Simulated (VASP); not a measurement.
**Sr: single point with RPBE**

Crystal: Sr.

```
Sr
1.0
     7.78194    0.00000    0.00000
     0.00000    7.78194    0.00000
     0.00000    0.00000    7.78194
Sr
8
Direct
  0.00000 0.00000 0.00000
  0.50000 0.50000 0.50000
  0.25000 0.00000 0.50000
  0.75000 0.00000 0.50000
  0.50000 0.25000 0.00000
  0.50000 0.75000 0.00000
  0.00000 0.50000 0.25000
  0.00000 0.50000 0.75000
```

| Item | Value |
| --- | --- |
| Program | VASP 6.6.1 |
| Task | single point |
| Functional | RPBE |
| Potentials or basis | VASP PAW PBE potentials, release 64 (Sr_sv) |
| Cutoff | 520 eV |
| k mesh | 4 × 4 × 4 |
| Occupations | fermi-dirac, width 0.1 eV |
| Spin | no spin polarisation |

```json
{
  "Pressure": "0.0 GPa",
  "Band gap on the k mesh": "zero (bands 40 and 41 overlap by 0.47 eV)"
}
```

Levels at points of the mesh, in eV from the Fermi level:
```tsv
k point	band 38	band 39	band 40	band 41	band 42	band 43
(0.00, 0.00, 0.00)	-0.62	-0.62	0.31	0.31	0.31	0.37
(0.50, 0.00, 0.00)	-0.55	-0.22	-0.22	-0.15	-0.15	0.52
(0.50, 0.50, 0.00)	-0.39	-0.39	-0.20	0.21	0.21	0.22
(0.50, 0.50, 0.50)	-1.44	-1.44	-1.44	0.83	0.83	0.83
```

Wall time 8.7 min on 1 thread of Intel Xeon 8259CL, on a shared host, peak memory 0.55 GiB.

Caveat: the PAW data sets were made with another functional, which shifts forces and pressure a little.
